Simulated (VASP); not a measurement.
Write the native input for VASP 6.6.1 that does the following.

- Task: single point
- Functional: PBE
- Potentials or basis: VASP PAW PBE potentials, release 64 (Gd, O)
- Cutoff: 520 eV
- k mesh: 10 × 10 × 5
- Occupations: gaussian, width 0.05 eV
- Spin: collinear spin, antiferromagnetic start
- Starting moments: [7.0, -7.0, 0.0, 0.0] μB
- Hubbard terms: Gd f U = 6.0 eV
- Dipole correction: no
- Further INCAR settings: ALGO = Normal; EDIFF = 1e-06; NBANDS = 36

The structure of GdO lies in POSCAR:

```
GdO
1.0
    0.0000000000      2.6984308834      2.6984308834
    5.3968617668      2.6984308834      2.6984308834
    5.3968617668      5.3968617668      0.0000000000
Gd O
2 2
Direct
    0.0000000000      0.0000000000      0.0000000000
    0.0000000000      0.0000000000      0.5000000000
    0.2500000000      0.2500000000      0.0000000000
    0.2500000000      0.2500000000      0.5000000000
```

These files were run (other wordings do the same):

INCAR

```
SYSTEM = GdO
PREC = Accurate
ENCUT = 520
EDIFF = 1E-6
ISMEAR = 0
SIGMA = 0.05
LREAL = .FALSE.
LASPH = .TRUE.
NELM = 150
ALGO = Normal
ISIF = 2
LWAVE = .FALSE.
LCHARG = .FALSE.
ISPIN = 2
MAGMOM = 7 -7 0 0
LORBIT = 11
LMAXMIX = 6
LDAU = .TRUE.
LDAUTYPE = 2
LDAUL = 3 -1
LDAUU = 6 0
LDAUJ = 0 0
LDAUPRINT = 1
GGA = PE
NBANDS = 36
```

KPOINTS

```
Automatic mesh
0
G
  10 10 5
  0 0 0
```

Potentials or basis: VASP PAW PBE potentials, release 64 (Gd, O).

The run is started by

```bash
$ cat potpaw_PBE.64/Gd/POTCAR potpaw_PBE.64/O/POTCAR > POTCAR
$ mpirun -np 1 vasp_std > vasp.out
```

It gave:

* Pressure: -0.3 GPa
* Band gap on the k mesh: zero (filled and empty bands overlap)
* Net moment: 0.00 μB per cell
* Site moments: Gd +6.87, -6.87; O +0.00 μB
* Valence electrons inside the program's atomic spheres: Gd 15.18; O 4.99

Caveat: spin-orbit coupling is left out, which moves the levels of the heavy elements.

Run time: 40 min on 1 thread of Intel Xeon 8259CL, with other jobs on the host, peak memory 0.54 GiB.
